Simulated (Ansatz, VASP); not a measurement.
# Two plane-wave programs on AlN

File POSCAR:

```
AlN
1.0
    0.0000000000      2.1848764208      2.1848764208
    2.1848764208      0.0000000000      2.1848764208
    2.1848764208      2.1848764208      0.0000000000
Al N
1 1
Direct
    0.0000000000      0.0000000000      0.0000000000
    0.2500000000      0.2500000000      0.2500000000
```

File INCAR.step1:

```
SYSTEM = AlN
  ALGO = Normal
  EDIFF = 1E-5
  ENCUT = 520
  GGA = PE
  ISIF = 2
  ISMEAR = 0
  LASPH = .True.
  LCHARG = .False.
  LREAL = .False.
  LWAVE = .True.
  NBANDS = 11
  NELM = 80
  PREC = Accurate
  SIGMA = 0.01
```

INCAR.step2

```
SYSTEM = AlN
  AEXX = 0.15
  ALGO = Normal
  EDIFF = 1E-6
  ENCUT = 520
  GGA = PE
  HFSCREEN = 0.1
  ISIF = 2
  ISMEAR = 0
  ISTART = 1
  LASPH = .True.
  LCHARG = .False.
  LHFCALC = .True.
  LREAL = .False.
  LWAVE = .False.
  NBANDS = 11
  NELM = 80
  PREC = Accurate
  PRECFOCK = Normal
  SIGMA = 0.01
```

File KPOINTS:

```
k-points
0
Gamma
  4 4 4
  0 0 0
```

Input for Ansatz:

```yaml
crystal:
  lattice:
    - [0.0, 2.1848764208, 2.1848764208]
    - [2.1848764208, 0.0, 2.1848764208]
    - [2.1848764208, 2.1848764208, 0.0]
  atoms:
    - { symbol: Al, position: [0.0, 0.0, 0.0] }
    - { symbol: "N", position: [0.25, 0.25, 0.25] }
kpoints:
  mp_grid: { grid: [4, 4, 4] }
hamiltonian:
  xc: { exchange: pbe, correlation: pbe, exx: { coeff: 0.15, omega: 0.1 } }
scf:
  occupations: { method: fixed }
  n_extra_bands: 4
output:
  forces: true
  stress: true
  eigenvalues: true
```

Alike in both runs: task single point; functional PBE-based screened hybrid; k mesh 4 × 4 × 4; no spin polarisation.

|  | VASP | Ansatz |
| --- | --- | --- |
| version | VASP 6.6.1 | Ansatz 0.2.0 |
| potentials or method | VASP PAW PBE potentials, release 64 (Al, N) | plane waves |
| plane-wave cutoff (eV) | 520 | 420 |
| occupations | gaussian, width 0.01 eV | fixed |
| valence electrons in the cell | 8 | 8 |

|  | VASP | Ansatz | Ansatz less VASP |
| --- | --- | --- | --- |
| gap on the k mesh at the Fermi level (eV) | 4.26 | 4.25 | -0.019 |
| pressure (GPa) | 1.1 | 1.4 | +0.30 |

VASP's potentials were made for PBE, not for PBE-based screened hybrid. Ansatz's warnings: stress exchange threshold loose, stress scf threshold loose.

The k mesh is coarse, so the values compare programs but aren't converged.
